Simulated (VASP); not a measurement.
# Ta2AsN (P-6m2) in VASP: notebook, part 2 of 2

VASP 6.6.1. The steps go on from the part before.

## (4) Relaxation of cell and atoms, PBE

Input file INCAR:

```
SYSTEM = Ta2AsN
  PREC = Accurate
  ENCUT = 600
  EDIFF = 1E-6
  ISMEAR = 0
  SIGMA = 0.1
  LREAL = .FALSE.
  LASPH = .TRUE.
  NELM = 60
  ALGO = Normal
  ISIF = 3
  LWAVE = .FALSE.
  LCHARG = .FALSE.
  GGA = PE
  IBRION = 2
  NSW = 100
  EDIFFG = -0.005
```

Input file KPOINTS:

```
Automatic mesh
0
G
  15 15 6
  0 0 0
```

Input file POSCAR:

```
Ta2AsN
1.0
    3.1012343599      0.0000000000      0.0000000000
   -1.5506171800      2.6857477387      0.0000000000
    0.0000000000      0.0000000000      6.6997134530
Ta As N
2 1 1
Direct
    0.6666666667      0.3333333333      0.7121333972
    0.6666666667      0.3333333333      0.2878666028
    0.0000000000      0.0000000000      0.0000000000
    0.3333333333      0.6666666667      0.5000000000
```

Potentials or basis: VASP PAW PBE potentials, release 64 (Ta_pv, As, N).

Command:

```sh
cat potpaw_PBE.64/Ta_pv/POTCAR potpaw_PBE.64/As/POTCAR potpaw_PBE.64/N/POTCAR > POTCAR
mpirun -np 1 vasp_std > vasp.out
```

OUTCAR:

```text
SYSTEM = Ta2AsN
   PREC = Accurate
   ENCUT = 600
   EDIFF = 1E-6
   ISMEAR = 0
   LREAL = .FALSE.
   LASPH = .TRUE.
   NELM = 60
   ISIF = 3
   GGA = PE
   IBRION = 2
   NSW = 100
   EDIFFG = -0.005

 ion  position               nearest neighbor table
   1  0.667  0.333  0.712-   4 2.29   4 2.29   4 2.29   3 2.63   3 2.63   3 2.63   2 2.84
   2  0.667  0.333  0.288-   4 2.29   4 2.29   4 2.29   3 2.63   3 2.63   3 2.63   1 2.84
   3  0.000  0.000  0.000-   1 2.63   2 2.63   1 2.63   2 2.63   1 2.63   2 2.63
   4  0.333  0.667  0.500-   1 2.29   2 2.29   1 2.29   2 2.29   1 2.29   2 2.29

  LATTYP: Found a hexagonal cell.
 ALAT       =     3.1012343599
 C/A-ratio  =     2.1603376835

  Lattice vectors:

 A1 = (   3.1012343599,   0.0000000000,   0.0000000000)
 A2 = (  -1.5506171800,   2.6857477387,   0.0000000000)
 A3 = (   0.0000000000,   0.0000000000,   6.6997134530)

Analysis of symmetry for initial positions (statically):
=====================================================================
 Subroutine PRICEL returns:
 Original cell was already a primitive cell.

 Routine SETGRP: Setting up the symmetry group for a
 hexagonal supercell.

 Subroutine GETGRP returns: Found 12 space group operations
 (whereof 12 operations were pure point group operations)
 out of a pool of 24 trial point group operations.

The static configuration has the point symmetry D_3h.

Analysis of symmetry for dynamics (positions and initial velocities):
=====================================================================
 Subroutine PRICEL returns:
 Original cell was already a primitive cell.

 Routine SETGRP: Setting up the symmetry group for a
 hexagonal supercell.

 Subroutine GETGRP returns: Found 12 space group operations
 (whereof 12 operations were pure point group operations)
 out of a pool of 24 trial point group operations.

The dynamic configuration has the point symmetry D_3h.

 Subroutine INISYM returns: Found 12 space group operations
 (whereof 12 operations are pure point group operations),
 and found     1 'primitive' translations

----------------------------------------------------------------------------------------

                                     Primitive cell

  volume of cell :      55.8028

  direct lattice vectors                    reciprocal lattice vectors
     3.101234360  0.000000000  0.000000000     0.322452251  0.186167894  0.000000000
    -1.550617180  2.685747739  0.000000000     0.000000000  0.372335788  0.000000000
     0.000000000  0.000000000  6.699713453     0.000000000  0.000000000  0.149260115

  length of vectors
     3.101234360  3.101234360  6.699713453     0.372335788  0.372335788  0.149260115

  position of ions in fractional coordinates (direct lattice)
     0.666666667  0.333333333  0.712133397
     0.666666667  0.333333333  0.287866603
     0.000000000  0.000000000  0.000000000
     0.333333333  0.666666667  0.500000000

  ion indices of the primitive-cell ions
   primitive index   ion index
                 1           1
                 2           2
                 3           3
                 4           4

[... 30 lines left out ...]
  0.133333  0.000000  0.000000      6.000000
  0.200000  0.000000  0.000000      6.000000
  0.266667  0.000000  0.000000      6.000000
  0.333333  0.000000  0.000000      6.000000
[... 16 lines left out ...]
  0.333333  0.200000  0.000000     12.000000
  0.400000  0.200000  0.000000      6.000000
 [... further k-points ...]
   k-points           NKPTS =    108   k-points in BZ     NKDIM =    108   number of bands    NBANDS=     20
   number of dos      NEDOS =    301   number of ions     NIONS =      4
   total plane-waves  NPLWV =  42336
   dimension x,y,z NGX =    28 NGY =   28 NGZ =   54
   dimension x,y,z NGXF=    56 NGYF=   56 NGZF=  108
   ions per type =               2   1   1
   NGX,Y,Z   is equivalent  to a cutoff of  15.01, 15.01, 13.40 a.u.
   NGXF,Y,Z  is equivalent  to a cutoff of  30.02, 30.02, 26.80 a.u.
 SYSTEM =  Ta2AsN
   PREC   = accura    normal or accurate (medium, high low for compatibility)
   ISTART =      0    job   : 0-new  1-cont  2-samecut
   ICHARG =      2    charge: 1-file 2-atom 10-const
   ISPIN  =      1    spin polarized calculation?
   LNONCOLLINEAR =      F non collinear calculations
   LSORBIT =      F    spin-orbit coupling
   LASPH  =      T    aspherical Exc in radial PAW
   ENCUT  =  600.0 eV  44.10 Ry    6.64 a.u.   6.19  6.19 13.38*2*pi/ulx,y,z
   NELM   =     60;   NELMIN=  2; NELMDL= -5     # of ELM steps
   EDIFF  = 0.1E-05   stopping-criterion for ELM
   LREAL  =      F    real-space projection
   EDIFFG = -.5E-02   stopping-criterion for IOM
   NSW    =    100    number of steps for IOM
   IBRION =      2    ionic relax: 0-MD 1-quasi-New 2-CG
   NFREE  =      1    steps in history (QN), initial steepest desc. (CG)
   ISIF   =      3    stress and relaxation
   ISYM   =      2    0-nonsym 1-usesym 2-fastsym
   POTIM  = 0.5000    time-step for ionic-motion
   TEBEG  =    0.0;   TEEND  =   0.0 temperature during run
   PSTRESS=    0.0 pullay stress
   NELECT =      32.0000    total number of electrons
   NUPDOWN=      -1.0000    fix difference up-down
   EMIN   =  10.00;   EMAX   =-10.00  energy-range for DOS
   EFERMI =   0.00;   METHOD = LEGACY
   ISMEAR =     0;   SIGMA  =   0.10  broadening in eV -4-tet -1-fermi 0-gaus
   EFERMI_NEDOS =   21; number of points for ismear=-14 and -15
   IALGO  =     38    algorithm
   IMIX   =      4    mixing-type and parameters
     AMIX     =   0.40;   BMIX     =  1.00
     AMIX_MAG =   1.60;   BMIX_MAG =  1.00
  volume/ion in A,a.u.               =      13.95        94.14
  Fermi-wavevector in a.u.,A,eV,Ry     =   1.360106  2.570228 25.169265  1.849889
  Thomas-Fermi vector in A             =   2.486797
   LORBIT       =      0    0 simple, 1 ext, 2 COOP (PROOUT), +10 PAW based schemes
   GGA     = PE    functional components
   LHFCALC =     F    Hartree Fock is set to
   AEXX    =    0.0000 exact exchange contribution
   IVDW    =     0    specifies the selected vdW correction
   LEPSILON=     F    determine dielectric tensor
   LRPA    =     F    only Hartree local field effects (RPA)
 conjugate gradient relaxation of ions
 non-spin polarized calculation
 Gauss-broadening in eV      SIGMA  =   0.10
  energy-cutoff  :      600.00
  volume of cell :       55.80
 maximum number of plane-waves:      1880
 NGX is ok and might be reduce to    28
   NGX = 13   NGY = 13   NGZ = 27

--------------------------------------- Ionic step        1  -------------------------------------------

 number of electron      32.0000000 magnetization

 Free energy of the ion-electron system (eV)
  ---------------------------------------------------
  ext. energy  EPLUGINS =         0.00000000
  ---------------------------------------------------
  free energy    TOTEN  =       -38.69896385 eV

  energy without entropy =      -38.69358424  energy(sigma->0) =      -38.69627405

------------------------ aborting loop because EDIFF is reached ----------------------------------------

  FORCE on cell =-STRESS in cart. coord.  units (eV):
  Direction    XX          YY          ZZ          XY          YZ          ZX
  --------------------------------------------------------------------------------------
  -------------------------------------------------------------------------------------
  Total        0.0513504      0.0513504      0.3731361     -0.0000000      0.0000000      0.0000000
  in kB        1.4743432      1.4743432     10.7132647     -0.0000000      0.0000000      0.0000000
  external PRESSURE =       4.5539837 kB  Pullay stress =       0.0000000 kB
[... 291 lines left out ...]
--------------------------------------- Ionic step        9  -------------------------------------------

 number of electron      32.0000000 magnetization

 Free energy of the ion-electron system (eV)
  ---------------------------------------------------
  ext. energy  EPLUGINS =         0.00000000
  ---------------------------------------------------
  free energy    TOTEN  =       -38.69975594 eV

  energy without entropy =      -38.69456030  energy(sigma->0) =      -38.69715812

 E-fermi :   7.6162     XC(G=0): -12.5433

 val. band max:        7.6080459194   @ k =   0.2000   0.1333   0.3333
 cond. band min:       7.6190172338   @ k =   0.0667   0.0667   0.3333
 fundamental gap:      0.0109713143
 Fermi energy:         7.6162312640

 k-point     1 :       0.0000    0.0000    0.0000
  band No.  band energies     occupation
      1     -27.7353      2.00000
      2     -27.2405      2.00000
      3     -27.0282      2.00000
      4     -27.0282      2.00000
      5     -26.9822      2.00000
      6     -26.9822      2.00000
[... 541 lines left out ...]
     19      10.6355      0.00000
     20      10.6433      0.00000

 [... further k-points ...]
[... 5 lines left out ...]
  --------------------------------------------------------------------------------------
  -------------------------------------------------------------------------------------
  Total       -0.0024906     -0.0024906     -0.0034328      0.0000000     -0.0000000      0.0000000
  in kB       -0.0714028     -0.0714028     -0.0984143      0.0000000     -0.0000000      0.0000000
  external PRESSURE =      -0.0804066 kB  Pullay stress =       0.0000000 kB
[... 19 lines left out ...]
  FREE ENERGIE OF THE ION-ELECTRON SYSTEM (eV)
  ---------------------------------------------------
  free  energy   TOTEN  =       -38.6997559416 eV

  energy  without entropy=      -38.6945603028  energy(sigma->0) =      -38.69715812

 reached required accuracy - stopping structural energy minimisation
```

OSZICAR:

```text
N       E                     dE             d eps       ncg     rms          rms(c)
DAV:   1     0.272344612590E+03    0.27234E+03   -0.19334E+04  4320   0.181E+03
DAV:   2    -0.269887699617E+02   -0.29933E+03   -0.29024E+03  4944   0.456E+02
DAV:   3    -0.417246274354E+02   -0.14736E+02   -0.14221E+02  5596   0.878E+01
DAV:   4    -0.420280026168E+02   -0.30338E+00   -0.29825E+00  5460   0.115E+01
[... 58 lines left out ...]
DAV:   3    -0.386997540680E+02    0.33546E-06   -0.16525E-06  3032   0.119E-02
   8 F= -.38699754E+02 E0= -.38697158E+02  d E =-.766327E-04
       N       E                     dE             d eps       ncg     rms          rms(c)
DAV:   1    -0.386997566312E+02   -0.22278E-05   -0.18770E-04  4396   0.114E-01    0.713E-03
DAV:   2    -0.386997561842E+02    0.44709E-06   -0.10027E-05  4896   0.260E-02    0.363E-03
DAV:   3    -0.386997559416E+02    0.24260E-06   -0.69965E-07  3004   0.649E-03
   9 F= -.38699756E+02 E0= -.38697158E+02  d E =-.187354E-05
```

Run time: 10 min. Hardware: 1 thread of Intel Xeon 6975P-C, shared host; peak memory 0.32 GiB.

What came out:

| Quantity | Value |
| --- | --- |
| Free energy | -38.6998 eV |
| Relaxed volume | 13.97 Å³/atom |
| Relaxed cell | a = 3.101 Å, b = 3.101 Å, c = 6.711 Å, α = 90.00°, β = 90.00°, γ = 120.00° |
| Space group after relaxing (to 0.05 Å) | P-6m2 (No. 187) |
| Energy gained by relaxing | 0.2 meV/atom |
| Ionic steps | 9 |
| Pressure after relaxing | 0.0 GPa |
| Largest force after relaxing | 0.004 eV/Å |
| Band gap on the k mesh | zero (band 16 reaches 8.17 eV, above the bottom of band 17 at 6.98 eV) |

Forces in eV/Å, atoms in the order of the input:
```
Ta   0.000  0.000  0.004
Ta   0.000  0.000 -0.004
As   0.000  0.000  0.000
N    0.000  0.000  0.000
```

The path:
| step | energy change (eV) | largest force (eV/Å) | pressure (GPa) | volume (Å³) |
| --- | --- | --- | --- | --- |
| 1 | 0.0000 | 0.1273 | 0.46 | 55.80 |
| 2 | 0.0005 | 0.0908 | -1.09 | 56.12 |
| 3 | -0.0007 | 0.0310 | -0.22 | 55.94 |
| 4 | -0.0007 | 0.0200 | 0.21 | 55.83 |
| 5 | -0.0008 | 0.0027 | 0.04 | 55.88 |
| 6 | -0.0008 | 0.0052 | 0.04 | 55.88 |
| 7 | -0.0008 | 0.0097 | -0.03 | 55.89 |
| 8 | -0.0008 | 0.0064 | -0.02 | 55.89 |
| 9 | -0.0008 | 0.0042 | -0.01 | 55.89 |

Final structure:
```
CELL_PARAMETERS angstrom
3.10088 0.00000 0.00000
-1.55044 2.68544 0.00000
0.00000 0.00000 6.71126
ATOMIC_POSITIONS crystal
Ta 0.66667 0.33333 0.71268
Ta 0.66667 0.33333 0.28732
As 0.00000 0.00000 0.00000
N 0.33333 0.66667 0.50000
```

Caveat: spin-orbit coupling is left out, which moves the levels of the heavy elements.

## (5) Relaxation of cell and atoms, PBE

Input file INCAR:

```
SYSTEM = Ta2AsN
PREC = Accurate ; ENCUT = 600
EDIFF = 1E-6 ; ISMEAR = -1
SIGMA = 0.15 ; LREAL = .FALSE.
LASPH = .TRUE. ; NELM = 100
ALGO = Normal ; ISIF = 3
LWAVE = .FALSE. ; LCHARG = .FALSE.
GGA = PE ; IBRION = 2
NSW = 80 ; EDIFFG = -0.001
```

KPOINTS is that of step 4.

Input file POSCAR:

```
Ta2AsN
1.0
    3.0991788376      0.0000000000      0.0000000000
   -1.5495894188      2.6839676042      0.0000000000
    0.0000000000      0.0000000000      6.7042963020
Ta As N
2 1 1
Direct
    0.6666666667      0.3333333333      0.7128424518
    0.6666666667      0.3333333333      0.2871575482
    0.0000000000      0.0000000000      0.0000000000
    0.3333333333      0.6666666667      0.5000000000
```

Command:

```sh
cat potpaw_PBE.64/Ta_pv/POTCAR potpaw_PBE.64/As/POTCAR potpaw_PBE.64/N/POTCAR > POTCAR
mpirun -np 1 vasp_std > vasp.out
```

It took 14 min on 1 thread of Intel Xeon 6975P-C, shared host; peak memory 0.32 GiB.

The run converged. Its results:

- Free energy: -38.7404 eV
- Relaxed volume: 13.98 Å³/atom
- Relaxed cell: a = 3.101 Å, b = 3.101 Å, c = 6.715 Å, α = 90.00°, β = 90.00°, γ = 120.00°
- Space group after relaxing (to 0.05 Å): P-6m2 (No. 187)
- Energy gained by relaxing: 0.2 meV/atom
- Ionic steps: 21
- Pressure after relaxing: 0.0 GPa
- Band gap on the k mesh: zero (band 16 reaches 8.16 eV, above the bottom of band 17 at 6.97 eV)

The path:
| step | energy change (eV) | largest force (eV/Å) | pressure (GPa) | volume (Å³) |
| --- | --- | --- | --- | --- |
| 1 | 0.0000 | 0.0841 | 0.60 | 55.77 |
| 2 | 0.0004 | 0.0005 | -1.11 | 56.19 |
| 3 | -0.0005 | 0.0479 | -0.13 | 55.95 |
| 4 | -0.0006 | 0.0192 | 0.06 | 55.91 |
| 5 | -0.0006 | 0.0011 | 0.01 | 55.92 |
| 6 | -0.0006 | 0.0011 | -0.02 | 55.92 |
| 7 | -0.0006 | 0.0012 | -0.02 | 55.92 |
| 8 | -0.0006 | 0.0007 | -0.02 | 55.92 |
| 9 | -0.0006 | 0.0011 | 0.03 | 55.91 |
| 10 | -0.0006 | 0.0014 | 0.01 | 55.92 |
| 11 | -0.0006 | 0.0015 | 0.01 | 55.92 |
| 12 | -0.0006 | 0.0013 | 0.00 | 55.92 |
| 13 | -0.0006 | 0.0013 | -0.01 | 55.92 |
| 14 | -0.0006 | 0.0011 | -0.01 | 55.92 |
| 15 | -0.0006 | 0.0006 | -0.03 | 55.92 |
| 16 | -0.0006 | 0.0015 | 0.05 | 55.90 |
| 17 | -0.0006 | 0.0003 | 0.03 | 55.91 |
| 18 | -0.0006 | 0.0007 | 0.03 | 55.91 |
| 19 | -0.0006 | 0.0008 | 0.02 | 55.91 |
| 20 | -0.0006 | 0.0008 | 0.01 | 55.92 |
| 21 | -0.0006 | 0.0009 | 0.01 | 55.92 |

Final structure:
```cif
data_structure
_symmetry_space_group_name_H-M 'P 1'
_symmetry_Int_Tables_number 1
_cell_length_a 3.1009
_cell_length_b 3.1009
_cell_length_c 6.7148
_cell_angle_alpha 90.000
_cell_angle_beta 90.000
_cell_angle_gamma 120.000
_cell_volume 55.92
loop_
_atom_site_label
_atom_site_type_symbol
_atom_site_fract_x
_atom_site_fract_y
_atom_site_fract_z
_atom_site_occupancy
Ta1 Ta 0.66667 0.33333 0.71229 1
Ta2 Ta 0.66667 0.33333 0.28771 1
As1 As 0.00000 0.00000 0.00000 1
N1 N 0.33333 0.66667 0.50000 1
```

Levels at points of the mesh, in eV from the Fermi level:
```
           k point  band 14  band 15  band 16  band 17  band 18  band 19
(0.00, 0.00, 0.00)    -0.13    -0.13     0.38     0.38     1.38     1.38
(0.00, 0.00, 0.50)    -0.80    -0.80     0.31     0.60     0.60     1.75
```

Caveat: spin-orbit coupling is left out, which moves the levels of the heavy elements.

## (6) The runs side by side

| task | cell | cutoff (eV) | smearing | gap on the mesh (eV) | pressure (GPa) | relaxed volume (Å³/atom) | largest force (eV/Å) |
| --- | --- | --- | --- | --- | --- | --- | --- |
| single point | a = 3.099, b = 3.099, c = 6.704 Å, angles 90.0, 90.0, 120.0°, 4 atoms | 520 | gaussian 0.1 eV | none | 0.5 | - | 0.02 |
| single point | a = 3.099, b = 3.099, c = 6.708 Å, angles 90.0, 90.0, 120.0°, 4 atoms | 520 | fermi-dirac 0.15 eV | none | 0.5 | - | 0.02 |
| relaxation of cell and atoms | relaxed from a = 3.101, b = 3.101, c = 6.700 Å, angles 90.0, 90.0, 120.0°, 4 atoms | 600 | gaussian 0.1 eV | none | 0.0 | 13.97 | - |
| relaxation of cell and atoms | relaxed from a = 3.099, b = 3.099, c = 6.704 Å, angles 90.0, 90.0, 120.0°, 4 atoms | 600 | fermi-dirac 0.15 eV | none | 0.0 | 13.98 | - |

Alike in all rows: level PBE; potentials or basis VASP PAW PBE potentials, release 64 (Ta_pv, As, N); no spin polarisation; k mesh 15 × 15 × 6.

Caveats: spin-orbit coupling is left out, which moves the levels of the heavy elements.

Absolute energies hang on the potentials; compare differences alone.
